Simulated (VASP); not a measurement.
# BN (F-43m) in VASP: single point with r2SCAN

Aim: the single point of BN with r2SCAN.

Everything below comes from runs of VASP 6.6.1. Logs are shortened: lines on timing, memory, paths and dates and some standing lists are left out, and cuts for length are marked.

## Step 1: The cell of the first run

Symmetry: F-43m, No. 216, cubic system. The conventional cell has a = 3.626 Å, b = 3.626 Å, c = 3.626 Å, α = 90.00°, β = 90.00°, γ = 90.00°. B (site symmetry -43m) has 4 N at 1.57 Å within 2.1 Å. Within 2.1 Å of N (site symmetry -43m) lie 4 B at 1.57 Å.

## Step 2: Single point, r2SCAN

POSCAR reads:

```
BN
1.0
    1.8130010000     -1.8130010000      0.0000000000
    1.8130010000      0.0000000000     -1.8130010000
    7.2520040000      7.2520040000      7.2520040000
B N
6 6
Direct
    0.6666666667      0.6666666667      0.1666666667
    0.0000000000      0.0000000000      0.0000000000
    0.3333333333      0.3333333333      0.3333333333
    0.6666666667      0.6666666667      0.6666666667
    0.0000000000      0.0000000000      0.5000000000
    0.3333333333      0.3333333333      0.8333333333
    0.6666666667      0.6666666667      0.5416666667
    1.0000000000      1.0000000000      0.3750000000
    0.3333333333      0.3333333333      0.7083333333
    0.6666666667      0.6666666667      0.0416666667
    0.0000000000      0.0000000000      0.8750000000
    0.3333333333      0.3333333333      0.2083333333
```

INCAR.step1 reads:

```
SYSTEM = BN
ALGO = Normal
EDIFF = 1E-5
ENCUT = 910
GGA = PE
GGA_COMPAT = .False.
ISMEAR = 0
LASPH = .True.
LCHARG = .False.
LREAL = .False.
LWAVE = .True.
NBANDS = 36
NELM = 120
PREC = Accurate
SIGMA = 0.05
```

INCAR.step2 reads:

```
SYSTEM = BN
ALGO = Normal
EDIFF = 1E-6
ENCUT = 910
GGA_COMPAT = .False.
ISIF = 2
ISMEAR = 0
ISTART = 1
LASPH = .True.
LCHARG = .False.
LMIXTAU = .True.
LREAL = .False.
LWAVE = .False.
METAGGA = R2SCAN
NBANDS = 36
NELM = 120
PREC = Accurate
SIGMA = 0.05
```

KPOINTS reads:

```
k-points
0
Gamma
  10 10 2
  0 0 0
```

Potentials or basis: VASP PAW PBE potentials, release 64 (B_h, N_h).

The run is started by

```bash
cat potpaw_PBE.64/B_h/POTCAR potpaw_PBE.64/N_h/POTCAR > POTCAR
cp INCAR.step1 INCAR
mpirun -np 1 vasp_std > vasp.out
cp INCAR.step2 INCAR
mpirun -np 1 vasp_std > vasp.out
```

OUTCAR:

```text
SYSTEM = BN
   EDIFF = 1E-6
   ENCUT = 910
   ISIF = 2
   ISMEAR = 0
   ISTART = 1
   LASPH = .True.
   LREAL = .False.
   METAGGA = R2SCAN
   NELM = 120
   PREC = Accurate

 ion  position               nearest neighbor table
   1  0.667  0.667  0.167-
   2  0.000  0.000  0.000-
   3  0.333  0.333  0.333-
   4  0.667  0.667  0.667-
   5  0.000  0.000  0.500-
   6  0.333  0.333  0.833-
   7  0.667  0.667  0.542-
   8  0.000  0.000  0.375-
   9  0.333  0.333  0.708-
  10  0.667  0.667  0.042-
  11  0.000  0.000  0.875-
  12  0.333  0.333  0.208-

  LATTYP: Found a hexagonal cell.
 ALAT       =     2.5639706028
 C/A-ratio  =     4.8989794856

  Lattice vectors:

 A1 = (  -1.8130010000,   0.0000000000,   1.8130010000)
 A2 = (   1.8130010000,  -1.8130010000,   0.0000000000)
 A3 = (   7.2520040000,   7.2520040000,   7.2520040000)

Analysis of symmetry for initial positions (statically):
=====================================================================
 Subroutine PRICEL returns following result:

  LATTYP: Found a face centered cubic cell.
 ALAT       =     3.6260020005

  Lattice vectors:

 A1 = (  -1.8130010004,  -1.8130010002,  -0.0000000002)
 A2 = (  -0.0000000011,  -1.8130010005,   1.8130009995)
 A3 = (  -1.8130010000,   0.0000000000,   1.8130010000)

   6 primitive cells build up your supercell.

 Routine SETGRP: Setting up the symmetry group for a
 hexagonal supercell.

 Subroutine GETGRP returns: Found  6 space group operations
 (whereof  6 operations were pure point group operations)
 out of a pool of 24 trial point group operations.

The static configuration has the point symmetry C_3v.

Analysis of symmetry for dynamics (positions and initial velocities):
=====================================================================
 Subroutine PRICEL returns following result:

  LATTYP: Found a face centered cubic cell.
 ALAT       =     3.6260020005

  Lattice vectors:

 A1 = (  -1.8130010004,  -1.8130010002,  -0.0000000002)
 A2 = (  -0.0000000011,  -1.8130010005,   1.8130009995)
 A3 = (  -1.8130010000,   0.0000000000,   1.8130010000)

   6 primitive cells build up your supercell.

 Routine SETGRP: Setting up the symmetry group for a
 hexagonal supercell.

 Subroutine GETGRP returns: Found  6 space group operations
 (whereof  6 operations were pure point group operations)
 out of a pool of 24 trial point group operations.

The dynamic configuration has the point symmetry C_3v.

 Subroutine INISYM returns: Found  6 space group operations
 (whereof  6 operations are pure point group operations),
 and found     6 'primitive' translations

----------------------------------------------------------------------------------------

                                     Primitive cell

  volume of cell :      11.9186

  direct lattice vectors                    reciprocal lattice vectors
    -1.813001000 -1.813001000 -0.000000000    -0.275785838 -0.275785838 -0.275785838
    -0.000000001 -1.813001001  1.813000999     0.275785838 -0.275785838  0.275785838
    -1.813001000  0.000000000  1.813001000    -0.275785838  0.275785838  0.275785838

  length of vectors
     2.563970603  2.563970603  2.563970603     0.477675083  0.477675083  0.477675083

  position of ions in fractional coordinates (direct lattice)
     0.999999999  0.000000000  0.000000000
     0.749999999  0.750000000  0.750000000

  ion indices of the primitive-cell ions
   primitive index   ion index
                 1           1
                 2          10

----------------------------------------------------------------------------------------

 KPOINTS: k-points

Automatic generation of k-mesh.
 Grid dimensions read from file:
 generate k-points for:   10   10    2

 Generating k-lattice:

  Cartesian coordinates                     Fractional coordinates (reciprocal lattice)
     0.018385723 -0.036771445  0.018385723     0.100000000  0.000000000  0.000000000
     0.018385723  0.018385723 -0.036771445     0.000000000  0.100000000  0.000000000
     0.022982153  0.022982153  0.022982153     0.000000000  0.000000000  0.500000000

  Length of vectors
     0.045035639  0.045035639  0.039806257

  Shift w.r.t. Gamma in fractional coordinates (k-lattice)
     0.000000000  0.000000000  0.000000000

 Subroutine IBZKPT returns following result:
 ===========================================

 Found     28 irreducible k-points:

 Following reciprocal coordinates:
            Coordinates               Weight
  0.000000  0.000000  0.000000      1.000000
  0.100000  0.000000  0.000000      6.000000
  0.200000  0.000000  0.000000      6.000000
  0.300000  0.000000  0.000000      6.000000
  0.400000  0.000000  0.000000      6.000000
  0.500000  0.000000  0.000000      3.000000
[... 16 lines left out ...]
  0.400000  0.100000  0.500000     12.000000
  0.500000  0.100000  0.500000     12.000000
 [... further k-points ...]
   k-points           NKPTS =     28   k-points in BZ     NKDIM =     28   number of bands    NBANDS=     36
   number of dos      NEDOS =    301   number of ions     NIONS =     12
   total plane-waves  NPLWV =  98784
   dimension x,y,z NGX =    28 NGY =   28 NGZ =  126
   dimension x,y,z NGXF=    56 NGYF=   56 NGZF=  252
   ions per type =               6   6
   NGX,Y,Z   is equivalent  to a cutoff of  18.15, 18.15, 16.68 a.u.
   NGXF,Y,Z  is equivalent  to a cutoff of  36.31, 36.31, 33.35 a.u.
 SYSTEM =  BN
   PREC   = accura    normal or accurate (medium, high low for compatibility)
   ISTART =      1    job   : 0-new  1-cont  2-samecut
   ICHARG =      0    charge: 1-file 2-atom 10-const
   ISPIN  =      1    spin polarized calculation?
   LNONCOLLINEAR =      F non collinear calculations
   LSORBIT =      F    spin-orbit coupling
   LASPH  =      T    aspherical Exc in radial PAW
   ENCUT  =  910.0 eV  66.88 Ry    8.18 a.u.   6.31  6.31 30.90*2*pi/ulx,y,z
   NELM   =    120;   NELMIN=  2; NELMDL=  0     # of ELM steps
   EDIFF  = 0.1E-05   stopping-criterion for ELM
   LREAL  =      F    real-space projection
   EDIFFG = 0.1E-04   stopping-criterion for IOM
   NSW    =      0    number of steps for IOM
   IBRION =     -1    ionic relax: 0-MD 1-quasi-New 2-CG
   NFREE  =      0    steps in history (QN), initial steepest desc. (CG)
   ISIF   =      2    stress and relaxation
   ISYM   =      2    0-nonsym 1-usesym 2-fastsym
   POTIM  = 0.5000    time-step for ionic-motion
   TEBEG  =    0.0;   TEEND  =   0.0 temperature during run
   PSTRESS=    0.0 pullay stress
   NELECT =      48.0000    total number of electrons
   NUPDOWN=      -1.0000    fix difference up-down
   EMIN   =  10.00;   EMAX   =-10.00  energy-range for DOS
   EFERMI =   0.00;   METHOD = LEGACY
   ISMEAR =     0;   SIGMA  =   0.05  broadening in eV -4-tet -1-fermi 0-gaus
   EFERMI_NEDOS =   21; number of points for ismear=-14 and -15
   IALGO  =     38    algorithm
   IMIX   =      4    mixing-type and parameters
     AMIX     =   0.40;   BMIX     =  1.00
     AMIX_MAG =   1.60;   BMIX_MAG =  1.00
  volume/ion in A,a.u.               =       5.96        40.22
  Fermi-wavevector in a.u.,A,eV,Ry     =   1.433387  2.708709 27.954506  2.054598
  Thomas-Fermi vector in A             =   2.552911
   LORBIT       =      0    0 simple, 1 ext, 2 COOP (PROOUT), +10 PAW based schemes
   METAGGA = R2SCAN    functional components
   LHFCALC =     F    Hartree Fock is set to
   AEXX    =    0.0000 exact exchange contribution
   IVDW    =     0    specifies the selected vdW correction
   LEPSILON=     F    determine dielectric tensor
   LRPA    =     F    only Hartree local field effects (RPA)
 non-spin polarized calculation
 Gauss-broadening in eV      SIGMA  =   0.05
  energy-cutoff  :      910.00
  volume of cell :       71.51
 maximum number of plane-waves:      4490
 NGX is ok and might be reduce to    28
   NGX = 13   NGY = 13   NGZ = 61

 number of electron      48.0000000 magnetization

 Free energy of the ion-electron system (eV)
  ---------------------------------------------------
  ext. energy  EPLUGINS =         0.00000000
  ---------------------------------------------------
  free energy    TOTEN  =      -115.18231193 eV

  energy without entropy =     -115.18231193  energy(sigma->0) =     -115.18231193

 E-fermi :   9.1114     XC(G=0): -13.7079

 val. band max:        8.7981962028   @ k =   0.0000   0.0000   0.0000
 cond. band min:      13.7776029459   @ k =   0.5000   0.0000   0.0000
 fundamental gap:      4.9794067431
 Fermi energy:         9.1113876880

 k-point     1 :       0.0000    0.0000    0.0000
  band No.  band energies     occupation
      1     -12.3817      2.00000
      2     -11.6947      2.00000
      3     -11.6947      2.00000
      4      -9.7978      2.00000
      5      -9.7978      2.00000
      6      -8.1321      2.00000
[... 28 lines left out ...]
     35      19.2614      0.00000
     36      19.4588      0.00000

 k-point     2 :       0.1000    0.0000    0.0000
  band No.  band energies     occupation
      1     -12.1598      2.00000
      2     -11.4781      2.00000
      3     -11.4773      2.00000
      4      -9.6015      2.00000
      5      -9.5999      2.00000
      6      -7.9681      2.00000
[... 28 lines left out ...]
     35      20.0335      0.00000
     36      20.3082      0.00000

 k-point     3 :       0.2000    0.0000    0.0000
  band No.  band energies     occupation
      1     -11.5051      2.00000
      2     -10.8449      2.00000
      3     -10.8367      2.00000
      4      -9.0419      2.00000
      5      -9.0254      2.00000
      6      -7.5148      2.00000
[... 28 lines left out ...]
     35      21.2781      0.00000
     36      21.3690      0.00000

 k-point     4 :       0.3000    0.0000    0.0000
  band No.  band energies     occupation
      1     -10.4612      2.00000
      2      -9.8608      2.00000
      3      -9.8164      2.00000
      4      -8.2428      2.00000
      5      -8.1520      2.00000
      6      -6.9331      2.00000
[... 28 lines left out ...]
     35      20.5077      0.00000
     36      21.1643      0.00000

 k-point     5 :       0.4000    0.0000    0.0000
  band No.  band energies     occupation
      1      -9.1500      2.00000
      2      -8.7374      2.00000
      3      -8.5304      2.00000
      4      -7.6073      2.00000
      5      -7.2024      2.00000
      6      -6.6620      2.00000
[... 655 lines left out ...]
 k-point    22 :       0.3000    0.1000    0.5000
  band No.  band energies     occupation
      1     -10.7102      2.00000
      2     -10.7036      2.00000
      3      -9.4772      2.00000
      4      -9.4561      2.00000
      5      -7.5821      2.00000
      6      -7.5570      2.00000
[... 28 lines left out ...]
     35      21.1122      0.00000
     36      21.2640      0.00000

 k-point    23 :       0.4000    0.1000    0.5000
  band No.  band energies     occupation
      1      -9.5530      2.00000
      2      -9.5129      2.00000
      3      -8.5112      2.00000
      4      -8.3786      2.00000
      5      -7.0208      2.00000
      6      -6.8753      2.00000
[... 28 lines left out ...]
     35      21.1336      0.00000
     36      21.7771      0.00000

 k-point    24 :       0.5000    0.1000    0.5000
  band No.  band energies     occupation
      1      -8.3584      2.00000
      2      -8.1617      2.00000
      3      -7.8732      2.00000
      4      -7.2572      2.00000
      5      -7.1225      2.00000
      6      -6.6254      2.00000
[... 28 lines left out ...]
     35      20.9301      0.00000
     36      21.8191      0.00000

 [... further k-points ...]

------------------------ aborting loop because EDIFF is reached ----------------------------------------

  FORCE on cell =-STRESS in cart. coord.  units (eV):
  Direction    XX          YY          ZZ          XY          YZ          ZX
  --------------------------------------------------------------------------------------
  -------------------------------------------------------------------------------------
  Total       -2.5695925     -2.5695925     -2.5695925      0.0023926      0.0023926      0.0023926
  in kB      -57.5704275    -57.5704275    -57.5704275      0.0536051      0.0536051      0.0536051
  external PRESSURE =     -57.5704275 kB  Pullay stress =       0.0000000 kB

 VOLUME and BASIS-vectors are now :
 -----------------------------------------------------------------------------
  energy-cutoff  :      910.00
  volume of cell :       71.51
      direct lattice vectors                 reciprocal lattice vectors
     1.813001000 -1.813001000  0.000000000     0.183857225 -0.367714451  0.183857225
     1.813001000  0.000000000 -1.813001000     0.183857225  0.183857225 -0.367714451
     7.252004000  7.252004000  7.252004000     0.045964306  0.045964306  0.045964306

 POSITION                                       TOTAL-FORCE (eV/Angst)
 -----------------------------------------------------------------------------------
      3.62600      0.00000      0.00000         0.001393      0.001393      0.001393
      0.00000      0.00000      0.00000         0.001393      0.001393      0.001393
      3.62600      1.81300      1.81300         0.001393      0.001393      0.001393
      7.25200      3.62600      3.62600         0.001393      0.001393      0.001393
      3.62600      3.62600      3.62600         0.001393      0.001393      0.001393
      7.25200      5.43900      5.43900         0.001393      0.001393      0.001393
      6.34550      2.71950      2.71950        -0.001393     -0.001393     -0.001393
      2.71950      2.71950      2.71950        -0.001393     -0.001393     -0.001393
      6.34550      4.53250      4.53250        -0.001393     -0.001393     -0.001393
      2.71950     -0.90650     -0.90650        -0.001393     -0.001393     -0.001393
      6.34550      6.34550      6.34550        -0.001393     -0.001393     -0.001393
      2.71950      0.90650      0.90650        -0.001393     -0.001393     -0.001393
 -----------------------------------------------------------------------------------
    total drift:                                0.026506      0.026507      0.026507

  FREE ENERGIE OF THE ION-ELECTRON SYSTEM (eV)
  ---------------------------------------------------
  free  energy   TOTEN  =      -115.1823119333 eV

  energy  without entropy=     -115.1823119333  energy(sigma->0) =     -115.18231193
```

It took 11 min on 1 thread of AMD EPYC 7R43 (Zen 3), shared host; peak memory 0.36 GiB.

Results:

| Item | Value |
| --- | --- |
| Free energy | -115.1823 eV |
| Pressure | -5.8 GPa |
| Band gap on the k mesh | 4.98 eV |

Levels at points of the mesh, in eV from the valence-band top:
| k point | band 20 | band 21 | band 22 | band 23 | band 24 | band 25 | band 26 | band 27 | band 28 | band 29 |
| --- | --- | --- | --- | --- | --- | --- | --- | --- | --- | --- |
| (0.00, 0.00, 0.00) | -0.63 | -0.63 | 0.00 | 0.00 | 0.00 | 9.50 | 9.50 | 9.50 | 9.98 | 9.98 |
| (0.50, 0.00, 0.00) | -3.85 | -2.96 | -2.96 | -1.99 | -1.99 | 4.98 | 6.79 | 6.79 | 9.50 | 9.50 |
| (0.00, 0.00, 0.50) | -0.95 | -0.18 | -0.18 | -0.18 | -0.18 | 9.71 | 9.71 | 9.79 | 9.79 | 9.79 |
| (0.50, 0.00, 0.50) | -3.75 | -2.54 | -2.54 | -2.27 | -2.27 | 5.55 | 5.55 | 8.14 | 8.14 | 10.26 |

Caveat: the cutoff is under 1.25 times the usual one of these potentials, so pressure, stress and relaxed cells hold a basis-set (Pulay) error; the cell stands under tension; the PAW data sets were made with another functional, which shifts forces and pressure a little.
